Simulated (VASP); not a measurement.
# Ti: single point with LDA

Crystal: Ti.

```xyz
2
Lattice="2.9500 0.0000 0.0000 -1.4750 2.5548 0.0000 0.0000 0.0000 4.6800" Properties=species:S:1:pos:R:3 pbc="T T T"
Ti    0.0000    1.7032    1.1700
Ti    1.4750    0.8516    3.5100
```

| Property | Result |
| --- | --- |
| Program | VASP 6.6.1 |
| Task | single point |
| Functional | LDA |
| Potentials or basis | VASP PAW LDA potentials, release 64 (Ti_sv) |
| Cutoff | 520 eV |
| k mesh | 13 × 13 × 8 |
| Occupations | gaussian, width 0.1 eV |
| Spin | no spin polarisation |

```yaml
Pressure: -9.8 GPa
Band_gap_on_the_k_mesh: zero (band 12 reaches 8.67 eV, above the bottom of band 13 at 7.72 eV)
```

Stress tensor (GPa, compression positive):
```
 -9.72   0.00   0.00
  0.00  -9.72   0.00
  0.00   0.00 -10.07
```

Levels at points of the mesh, in eV from the Fermi level:
| k point | band 10 | band 11 | band 12 | band 13 | band 14 | band 15 |
| --- | --- | --- | --- | --- | --- | --- |
| (0.00, 0.00, 0.00) | -2.65 | 0.73 | 0.73 | 0.82 | 0.83 | 1.21 |
| (0.00, 0.00, 0.50) | -4.27 | 0.07 | 0.07 | 0.63 | 0.63 | 0.63 |

It took 61 s on 1 thread of Intel(R) Xeon(R) Platinum 8259CL CPU @ 2.50GHz (Skylake/Cascade Lake), on a shared host, peak memory 0.17 GiB.
